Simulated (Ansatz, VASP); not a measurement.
## BN: VASP beside Ansatz

The input INCAR:

```
SYSTEM = BN
PREC = Accurate
ENCUT = 520
EDIFF = 1E-6
ISMEAR = -1
SIGMA = 0.05
LREAL = .FALSE.
LASPH = .TRUE.
NELM = 100
ALGO = Normal
ISIF = 2
LWAVE = .FALSE.
LCHARG = .FALSE.
GGA = CA
NBANDS = 11
```

Contents of KPOINTS:

```
regular mesh
0
G
  13 13 9
  0 0 0
```

File POSCAR:

```
BN
1.0
    2.5080409239      0.0000000000      0.0000000000
   -1.2467107647      2.1762310413      0.0000000000
   -0.6306650796     -1.0881155206      3.0225400000
N B
1 1
Direct
    0.6685060000      0.3323850000      0.9849990000
    0.9796430000      0.9834990000      0.0018060000
```

Contents of input.yaml:

```yaml
crystal:
  lattice:
    - [2.5080409239, 0.0, 0.0]
    - [-1.2467107647, 2.1762310413, 0.0]
    - [-0.6306650796, -1.0881155206, 3.02254]
  atoms:
    - { symbol: "N", position: [0.668506, 0.332385, 0.984999] }
    - { symbol: B, position: [0.979643, 0.983499, 0.001806] }
hamiltonian:
  xc: lda
  pseudopotentials: { kind: paw }
kpoints:
  mp_grid: { grid: [13, 13, 9] }
  band_path:
    path:
      - [[0.0, 0.0, 0.0], [0.5, -0.5, 0.0], [0.5, -0.5, -0.5], [0.0, 0.0, -0.5], [0.0, 0.0, 0.0], [0.3772664522, 0.3772664522, -0.3772664522], [0.7093019284, -0.2906980716, -0.2093019284], [0.5, -0.5, 0.0]]
      - [[0.5, -0.5, -0.5], [0.6227335478, -0.3772664522, -0.6227335478]]
      - [[0.3772664522, 0.3772664522, -0.3772664522], [0.2906980716, 0.2906980716, -0.7906980716], [0.0, 0.0, -0.5]]
      - [[0.5, 0.0, -0.5], [0.0, 0.0, 0.0]]
    npoints: 14
scf:
  occupations: { method: fermi_dirac, width: 0.05 }
  n_extra_bands: 6
output:
  forces: true
  stress: true
  eigenvalues: true
  fatbands: true
```

Alike in both runs: functional LDA; k mesh 13 × 13 × 9; occupations fermi-dirac, width 0.05 eV; no spin polarisation.

|  | VASP | Ansatz |
| --- | --- | --- |
| version | VASP 6.6.1 | Ansatz 0.2.0 |
| potentials or method | VASP PAW LDA potentials, release 64 (N, B) | Ansatz PAW |
| plane-wave cutoff (eV) | 520 | 420 |
| valence electrons in the cell | 8 | 8 |
| task | single point | band structure |

```tsv
	VASP	Ansatz	Ansatz less VASP
gap on the k mesh at the Fermi level (eV)	2.63	2.65	+0.019
least direct gap on the mesh (eV)	4.39	4.40	+0.010
pressure (GPa)	-3.5	-3.9	-0.44
traceless stress, the component that is largest in VASP (GPa)	-9.13	-9.41	-0.278
rms of the force components (eV/Å)	1.558	1.561	+0.0031
```

LDA's correlation is that of Perdew and Zunger in VASP and of Perdew and Wang (1992) in Ansatz. Atom by atom the forces differ by 0.003 eV/Å (rms over components).

Noted on Ansatz's run: the k mesh misses the band edges, so the gap on the mesh is wider than the one along the path.
